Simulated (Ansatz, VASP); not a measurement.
# CaO in VASP and in Ansatz

```
Ca O
1.0
     0.00000    2.44900    2.44900
     2.44900    0.00000    2.44900
     2.44900    2.44900    0.00000
Ca O
1 1
Direct
  0.00000 0.00000 0.00000
  0.50000 0.50000 0.50000
```

Alike in both runs: task single point; functional PBE; dispersion D3(BJ); k mesh 6 × 6 × 6; occupations gaussian, width 0.1 eV; no spin polarisation.

```csv
,VASP,Ansatz
version,VASP 6.6.1,Ansatz 0.2.0
potentials or method,"VASP PAW PBE potentials, release 64 (Ca_sv, O), cutoff 600 eV","scalar-relativistic, plane waves, PAW"
valence electrons in the cell,16,16
```

```tsv
	VASP	Ansatz	Ansatz less VASP
gap on the k mesh at the Fermi level (eV)	3.64	3.66	+0.016
least direct gap on the mesh (eV)	4.03	4.04	+0.016
pressure (GPa)	-6.5	-6.9	-0.34
```
